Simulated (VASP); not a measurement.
SiO2:

```xyz
3
Lattice="-0.0939 2.2042 2.2042 2.2042 -0.0939 2.2042 2.2042 2.2042 -0.0939" Properties=species:S:1:pos:R:3 pbc="T T T"
Si    0.0000    0.0000    0.0000
O     1.0754    1.0754    1.0754
O     3.2392    3.2392    3.2392
```

This cell differs from its parent crystal: epitaxial 111 strain +1.5%.

Base run:

* Program: VASP 6.6.1
* Functional: r2SCAN
* Potentials or basis: VASP PAW PBE potentials, release 64 (Si, O)
* Cutoff: 520 eV
* k mesh: 10 × 10 × 10
* Occupations: gaussian, width 0.01 eV
* Spin: no spin polarisation

Its results: band gap on the k mesh 2.84 eV; pressure 7.4 GPa; largest force 0.010 eV/Å.

Task: The run is repeated on the same cell with these changes: functional from r2SCAN to PBE; occupations from gaussian, width 0.01 eV to fermi-dirac, width 0.02 eV. What comes out?

Result: Band gap on the k mesh 2.21 eV; pressure 17.1 GPa; largest force 0.070 eV/Å.

Caveats: the cell stands under pressure; the PAW data sets were made with another functional, which shifts forces and pressure a little (at least some runs).

A k mesh can miss the band edges.
